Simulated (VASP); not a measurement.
# Be (P6_3/mmc) in VASP: notebook

Runs on Be. Level: PBEsol. Tasks: relaxation of cell and atoms.

Everything below comes from runs of VASP 6.6.1. Logs are shortened: lines on timing, memory, paths and dates and some standing lists are left out, and cuts for length are marked.

**1. The cell of the first run**

Symmetry: P6_3/mmc, No. 194, hexagonal system. Conventional cell: a = 2.256 Å, b = 2.256 Å, c = 3.543 Å, α = 90.00°, β = 90.00°, γ = 120.00°. Within 2.9 Å of Be (site symmetry -6m2) lie 12 Be at 2.20 to 2.26 Å.

**2. Relaxation of cell and atoms, PBEsol**

INCAR

```
PREC = Accurate
ENCUT = 600
EDIFF = 1E-7
ISMEAR = 0
SIGMA = 0.1
LREAL = F
LASPH = T
NELM = 100
ALGO = Fast
ISIF = 3
LWAVE = F
LCHARG = F
GGA = PS
IBRION = 2
NSW = 100
EDIFFG = -0.01
```

KPOINTS

```
regular mesh
0
Gamma
  27 27 16
```

POSCAR

```
Be
1.0
    2.2560654381      0.0000000000      0.0000000000
   -1.1280327190      1.9538099820      0.0000000000
    0.0000000000      0.0000000000      3.5425921521
Be
2
Direct
    0.3333333333      0.6666666667      0.2500000000
    0.6666666667      0.3333333333      0.7500000000
```

Potentials or basis: VASP PAW PBE potentials, release 64 (Be).

Launch:

```console
cat potpaw_PBE.64/Be/POTCAR > POTCAR
mpirun -np 1 vasp_std > vasp.out
```

OUTCAR:

```text
PREC = Accurate
   ENCUT = 600
   EDIFF = 1E-7
   ISMEAR = 0
   LREAL = F
   LASPH = T
   NELM = 100
   ISIF = 3
   GGA = PS
   IBRION = 2
   NSW = 100
   EDIFFG = -0.01

 ion  position               nearest neighbor table
   1  0.333  0.667  0.250-   2 2.20   2 2.20   2 2.20   2 2.20   2 2.20   2 2.20
   2  0.667  0.333  0.750-   1 2.20   1 2.20   1 2.20   1 2.20   1 2.20   1 2.20

  LATTYP: Found a hexagonal cell.
 ALAT       =     2.2560654381
 C/A-ratio  =     1.5702523926

  Lattice vectors:

 A1 = (   2.2560654381,   0.0000000000,   0.0000000000)
 A2 = (  -1.1280327190,   1.9538099820,   0.0000000000)
 A3 = (   0.0000000000,   0.0000000000,   3.5425921521)

Analysis of symmetry for initial positions (statically):
=====================================================================
 Subroutine PRICEL returns:
 Original cell was already a primitive cell.

 Routine SETGRP: Setting up the symmetry group for a
 hexagonal supercell.

 Subroutine GETGRP returns: Found 24 space group operations
 (whereof 12 operations were pure point group operations)
 out of a pool of 24 trial point group operations.

The static configuration has the point symmetry D_3d.
 The point group associated with its full space group is D_6h.

Analysis of symmetry for dynamics (positions and initial velocities):
=====================================================================
 Subroutine PRICEL returns:
 Original cell was already a primitive cell.

 Routine SETGRP: Setting up the symmetry group for a
 hexagonal supercell.

 Subroutine GETGRP returns: Found 24 space group operations
 (whereof 12 operations were pure point group operations)
 out of a pool of 24 trial point group operations.

The dynamic configuration has the point symmetry D_3d.
 The point group associated with its full space group is D_6h.

 Subroutine INISYM returns: Found 24 space group operations
 (whereof 12 operations are pure point group operations),
 and found     1 'primitive' translations

----------------------------------------------------------------------------------------

                                     Primitive cell

  volume of cell :      15.6155

  direct lattice vectors                    reciprocal lattice vectors
     2.256065438  0.000000000  0.000000000     0.443249554  0.255910250  0.000000000
    -1.128032719  1.953809982  0.000000000     0.000000000  0.511820499  0.000000000
     0.000000000  0.000000000  3.542592152     0.000000000  0.000000000  0.282279178

  length of vectors
     2.256065438  2.256065438  3.542592152     0.511820499  0.511820499  0.282279178

  position of ions in fractional coordinates (direct lattice)
     0.333333333  0.666666667  0.250000000
     0.666666667  0.333333333  0.750000000

  ion indices of the primitive-cell ions
   primitive index   ion index
                 1           1
                 2           2

----------------------------------------------------------------------------------------

 KPOINTS: regular mesh

Automatic generation of k-mesh.
 Grid dimensions read from file:
 generate k-points for:   27   27   16

 Generating k-lattice:

  Cartesian coordinates                     Fractional coordinates (reciprocal lattice)
     0.016416650  0.009478157  0.000000000     0.037037037 -0.000000000  0.000000000
     0.000000000  0.018956315  0.000000000     0.000000000  0.037037037  0.000000000
     0.000000000  0.000000000  0.017642449     0.000000000  0.000000000  0.062500000

  Length of vectors
     0.018956315  0.018956315  0.017642449

  Shift w.r.t. Gamma in fractional coordinates (k-lattice)
     0.000000000  0.000000000  0.000000000

 Subroutine IBZKPT returns following result:
 ===========================================

 Found    675 irreducible k-points:

 Following reciprocal coordinates:
            Coordinates               Weight
  0.000000  0.000000  0.000000      1.000000
  0.037037  0.000000  0.000000      6.000000
  0.074074  0.000000  0.000000      6.000000
  0.111111 -0.000000  0.000000      6.000000
  0.148148  0.000000  0.000000      6.000000
  0.185185  0.000000  0.000000      6.000000
[... 16 lines left out ...]
  0.333333  0.037037  0.000000     12.000000
  0.370370  0.037037  0.000000     12.000000
 [... further k-points ...]
   k-points           NKPTS =    675   k-points in BZ     NKDIM =    675   number of bands    NBANDS=      6
   number of dos      NEDOS =    301   number of ions     NIONS =      2
   total plane-waves  NPLWV =   9072
   dimension x,y,z NGX =    18 NGY =   18 NGZ =   28
   dimension x,y,z NGXF=    36 NGYF=   36 NGZF=   56
   ions per type =               2
   NGX,Y,Z   is equivalent  to a cutoff of  13.26, 13.26, 13.14 a.u.
   NGXF,Y,Z  is equivalent  to a cutoff of  26.53, 26.53, 26.28 a.u.
 SYSTEM =  unknown system
   PREC   = accura    normal or accurate (medium, high low for compatibility)
   ISTART =      0    job   : 0-new  1-cont  2-samecut
   ICHARG =      2    charge: 1-file 2-atom 10-const
   ISPIN  =      1    spin polarized calculation?
   LNONCOLLINEAR =      F non collinear calculations
   LSORBIT =      F    spin-orbit coupling
   LASPH  =      T    aspherical Exc in radial PAW
   ENCUT  =  600.0 eV  44.10 Ry    6.64 a.u.   4.51  4.51  7.08*2*pi/ulx,y,z
   NELM   =    100;   NELMIN=  2; NELMDL= -5     # of ELM steps
   EDIFF  = 0.1E-06   stopping-criterion for ELM
   LREAL  =      F    real-space projection
   EDIFFG = -.1E-01   stopping-criterion for IOM
   NSW    =    100    number of steps for IOM
   IBRION =      2    ionic relax: 0-MD 1-quasi-New 2-CG
   NFREE  =      1    steps in history (QN), initial steepest desc. (CG)
   ISIF   =      3    stress and relaxation
   ISYM   =      2    0-nonsym 1-usesym 2-fastsym
   POTIM  = 0.5000    time-step for ionic-motion
   TEBEG  =    0.0;   TEEND  =   0.0 temperature during run
   PSTRESS=    0.0 pullay stress
   NELECT =       4.0000    total number of electrons
   NUPDOWN=      -1.0000    fix difference up-down
   EMIN   =  10.00;   EMAX   =-10.00  energy-range for DOS
   EFERMI =   0.00;   METHOD = LEGACY
   ISMEAR =     0;   SIGMA  =   0.10  broadening in eV -4-tet -1-fermi 0-gaus
   EFERMI_NEDOS =   21; number of points for ismear=-14 and -15
   IALGO  =     68    algorithm
   IMIX   =      4    mixing-type and parameters
     AMIX     =   0.40;   BMIX     =  1.00
     AMIX_MAG =   1.60;   BMIX_MAG =  1.00
  volume/ion in A,a.u.               =       7.81        52.69
  Fermi-wavevector in a.u.,A,eV,Ry     =   1.039704  1.964756 14.707690  1.080985
  Thomas-Fermi vector in A             =   2.174247
   LORBIT       =      0    0 simple, 1 ext, 2 COOP (PROOUT), +10 PAW based schemes
   GGA     = PS    functional components
   LHFCALC =     F    Hartree Fock is set to
   AEXX    =    0.0000 exact exchange contribution
   IVDW    =     0    specifies the selected vdW correction
   LEPSILON=     F    determine dielectric tensor
   LRPA    =     F    only Hartree local field effects (RPA)
 conjugate gradient relaxation of ions
 non-spin polarized calculation
 RMM-DIIS sequential band-by-band and
 Gauss-broadening in eV      SIGMA  =   0.10
  energy-cutoff  :      600.00
  volume of cell :       15.62
 maximum number of plane-waves:       540
 NGX is ok and might be reduce to    18
   NGX =  9   NGY =  9   NGZ = 15

--------------------------------------- Ionic step        1  -------------------------------------------

 number of electron       4.0000000 magnetization

 Free energy of the ion-electron system (eV)
  ---------------------------------------------------
  ext. energy  EPLUGINS =         0.00000000
  ---------------------------------------------------
  free energy    TOTEN  =        -7.99668460 eV

  energy without entropy =       -7.99597909  energy(sigma->0) =       -7.99633185

------------------------ aborting loop because EDIFF is reached ----------------------------------------

  FORCE on cell =-STRESS in cart. coord.  units (eV):
  Direction    XX          YY          ZZ          XY          YZ          ZX
  --------------------------------------------------------------------------------------
  -------------------------------------------------------------------------------------
  Total        0.0566553      0.0566553      0.1484084      0.0000000     -0.0000000      0.0000000
  in kB        5.8129460      5.8129460     15.2269889      0.0000000     -0.0000000      0.0000000
  external PRESSURE =       8.9509603 kB  Pullay stress =       0.0000000 kB

 VOLUME and BASIS-vectors are now :
 -----------------------------------------------------------------------------
  energy-cutoff  :      600.00
  volume of cell :       15.62
      direct lattice vectors                 reciprocal lattice vectors
     2.256065438  0.000000000  0.000000000     0.443249554  0.255910250  0.000000000
    -1.128032719  1.953809982  0.000000000     0.000000000  0.511820499  0.000000000
     0.000000000  0.000000000  3.542592152     0.000000000  0.000000000  0.282279178

 POSITION                                       TOTAL-FORCE (eV/Angst)
 -----------------------------------------------------------------------------------
     -0.00000      1.30254      0.88565         0.000000     -0.000000      0.000000
      1.12803      0.65127      2.65694        -0.000000      0.000000      0.000000
 -----------------------------------------------------------------------------------
    total drift:                                0.000000     -0.000000      0.000000

  FREE ENERGIE OF THE ION-ELECTRON SYSTEM (eV)
  ---------------------------------------------------
  free  energy   TOTEN  =        -7.9966846031 eV

  energy  without entropy=       -7.9959790882  energy(sigma->0) =       -7.99633185

--------------------------------------- Ionic step        2  -------------------------------------------

 number of electron       4.0000000 magnetization

 Free energy of the ion-electron system (eV)
  ---------------------------------------------------
  ext. energy  EPLUGINS =         0.00000000
  ---------------------------------------------------
  free energy    TOTEN  =        -7.99704769 eV

  energy without entropy =       -7.99634455  energy(sigma->0) =       -7.99669612

 E-fermi :   6.9811     XC(G=0): -10.6284

 val. band max:        6.9622520233   @ k =   0.2963   0.2963   0.1875
 cond. band min:       6.9885504596   @ k =   0.2593   0.2593   0.1250
 fundamental gap:      0.0262984364
 Fermi energy:         6.9810598064

 k-point     1 :       0.0000    0.0000    0.0000
  band No.  band energies     occupation
      1      -4.3114      2.00000
      2       2.5896      2.00000
      3       8.2238      0.00000
      4      23.1265      0.00000
      5      23.1265      0.00000
      6      25.9878      0.00000

 k-point     2 :       0.0370    0.0000    0.0000
  band No.  band energies     occupation
      1      -4.2720      2.00000
      2       2.6416      2.00000
      3       8.2351      0.00000
      4      22.7837      0.00000
      5      22.8539      0.00000
      6      25.9971      0.00000

 k-point     3 :       0.0741    0.0000    0.0000
  band No.  band energies     occupation
      1      -4.1537      2.00000
      2       2.7973      2.00000
      3       8.2679      0.00000
      4      21.8621      0.00000
      5      22.2135      0.00000
      6      25.9986      0.00000

 k-point     4 :       0.1111   -0.0000    0.0000
  band No.  band energies     occupation
      1      -3.9566      2.00000
      2       3.0567      2.00000
      3       8.3183      0.00000
      4      20.5744      0.00000
      5      21.4358      0.00000
      6      25.9530      0.00000
[... 154 lines left out ...]
 k-point    22 :       0.2963    0.0370    0.0000
  band No.  band energies     occupation
      1      -1.4347      2.00000
      2       6.3400      2.00000
      3       7.8681      0.00000
      4      13.6034      0.00000
      5      17.4050      0.00000
      6      20.1619      0.00000

 k-point    23 :       0.3333    0.0370    0.0000
  band No.  band energies     occupation
      1      -0.7338      2.00000
      2       7.1924      0.00280
      3       7.2430      0.00021
      4      13.2447      0.00000
      5      16.9209      0.00000
      6      18.5137      0.00000

 k-point    24 :       0.3704    0.0370    0.0000
  band No.  band energies     occupation
      1       0.0319      2.00000
      2       6.3065      2.00000
      3       8.2248      0.00000
      4      13.2334      0.00000
      5      16.4883      0.00000
      6      16.9265      0.00000

 [... further k-points ...]

------------------------ aborting loop because EDIFF is reached ----------------------------------------

  FORCE on cell =-STRESS in cart. coord.  units (eV):
  Direction    XX          YY          ZZ          XY          YZ          ZX
  --------------------------------------------------------------------------------------
  -------------------------------------------------------------------------------------
  Total        0.0073385      0.0073385      0.0082413      0.0000000      0.0000000      0.0000000
  in kB        0.7482101      0.7482101      0.8402567      0.0000000      0.0000000      0.0000000
  external PRESSURE =       0.7788923 kB  Pullay stress =       0.0000000 kB

 VOLUME and BASIS-vectors are now :
 -----------------------------------------------------------------------------
  energy-cutoff  :      600.00
  volume of cell :       15.71
      direct lattice vectors                 reciprocal lattice vectors
     2.259148582  0.000000000  0.000000000     0.442644635  0.255560999  0.000000000
    -1.129574291  1.956480063  0.000000000    -0.000000000  0.511121999  0.000000000
     0.000000000 -0.000000000  3.555273954     0.000000000 -0.000000000  0.281272277

 POSITION                                       TOTAL-FORCE (eV/Angst)
 -----------------------------------------------------------------------------------
     -0.00000      1.30432      0.88882         0.000000     -0.000000      0.000000
      1.12957      0.65216      2.66646        -0.000000      0.000000      0.000000
 -----------------------------------------------------------------------------------
    total drift:                                0.000000     -0.000000      0.000000

  FREE ENERGIE OF THE ION-ELECTRON SYSTEM (eV)
  ---------------------------------------------------
  free  energy   TOTEN  =        -7.9970476860 eV

  energy  without entropy=       -7.9963445452  energy(sigma->0) =       -7.99669612

 reached required accuracy - stopping structural energy minimisation
```

Wall time 44 s (1 thread of Intel Xeon Platinum 8488C (Sapphire Rapids), shared host); peak memory 0.19 GiB.

Results:

| Quantity | Value |
| --- | --- |
| Free energy | -7.9970 eV |
| Relaxed volume | 7.86 Å³/atom |
| Relaxed cell | a = 2.259 Å, b = 2.259 Å, c = 3.555 Å, α = 90.00°, β = 90.00°, γ = 120.00° |
| Space group after relaxing (to 0.1 Å) | P6_3/mmc (No. 194) |
| Energy gained by relaxing | 0.2 meV/atom |
| Ionic steps | 2 |
| Pressure after relaxing | 0.1 GPa |
| Band gap on the k mesh | zero (bands 2 and 3 overlap by 2.14 eV) |

Step by step:
```csv
step,energy change (eV),largest force (eV/Å),pressure (GPa),volume (Å³)
1,0.0000,0.0000,0.90,15.62
2,-0.0004,0.0000,0.08,15.71
```

Final structure:
```yaml
crystal:
  lattice:
    - [2.25915, 0.00000, 0.00000]
    - [-1.12957, 1.95648, 0.00000]
    - [0.00000, 0.00000, 3.55527]
  atoms:
    - { symbol: Be, position: [0.33333, 0.66667, 0.25000] }
    - { symbol: Be, position: [0.66667, 0.33333, 0.75000] }
```

Caveat: the PAW data sets were made with another functional, which shifts forces and pressure a little.

(Part 1 of 2 ends here.)

The gap in the log of VASP goes by the Fermi energy; the results here count the filled bands.